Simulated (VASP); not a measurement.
## InSb: single point with PBEsol

The system is InSb.

```xyz
2
Lattice="-0.6661 2.7791 2.7791 2.7791 -0.6661 2.7791 2.7791 2.7791 -0.6661" Properties=species:S:1:pos:R:3 pbc="T T T"
In    0.0000    0.0000    0.0000
Sb    2.4461    2.4461    2.4461
```

This cell differs from its parent crystal: ratio of the length along [111] to the lengths across it x 0.71, volume and fractional coordinates fixed.

```yaml
Program: VASP 6.6.1
Task: single point
Functional: PBEsol
Potentials_or_basis: VASP PAW PBE potentials, release 64 (In_d, Sb)
Cutoff: 520 eV
k_mesh: 16 × 16 × 16
Occupations: gaussian, width 0.15 eV
Spin: no spin polarisation
Dipole_correction: no
Further_INCAR_settings: ALGO = Normal; EDIFF = 1e-06; NBANDS = 16
```

| Property | Result |
| --- | --- |
| Pressure | -3.2 GPa |
| Band gap on the k mesh | zero (bands 9 and 10 overlap by 2.11 eV) |

Stress tensor (GPa, compression positive):
```
-3.16  1.04  1.04
 1.04 -3.16  1.04
 1.04  1.04 -3.16
```

Levels at points of the mesh, in eV from the Fermi level:
```csv
k point,band 5,band 6,band 7,band 8,band 9,band 10,band 11,band 12,band 13,band 14
"(0.00, 0.00, 0.00)",-14.29,-10.98,-1.66,-0.88,-0.88,0.91,4.74,4.74,5.80,6.87
"(0.50, 0.00, 0.00)",-14.28,-9.46,-6.68,0.48,0.78,1.84,2.59,3.77,5.08,7.41
"(0.50, 0.50, 0.00)",-14.24,-8.47,-4.37,-3.70,-3.32,-0.25,4.11,5.93,6.90,8.37
"(0.50, 0.50, 0.50)",-14.24,-8.26,-4.92,-1.05,-1.05,0.10,0.42,0.77,0.77,12.10
```

Run time: 110 s on 1 thread of AMD EPYC 9R45 96-Core Processor (Zen 5), with other jobs on the host, peak memory 0.47 GiB.

Caveat: the cell stands under tension; the PAW data sets were made with another functional, which shifts forces and pressure a little; spin-orbit coupling is left out, which moves the levels of the heavy elements.
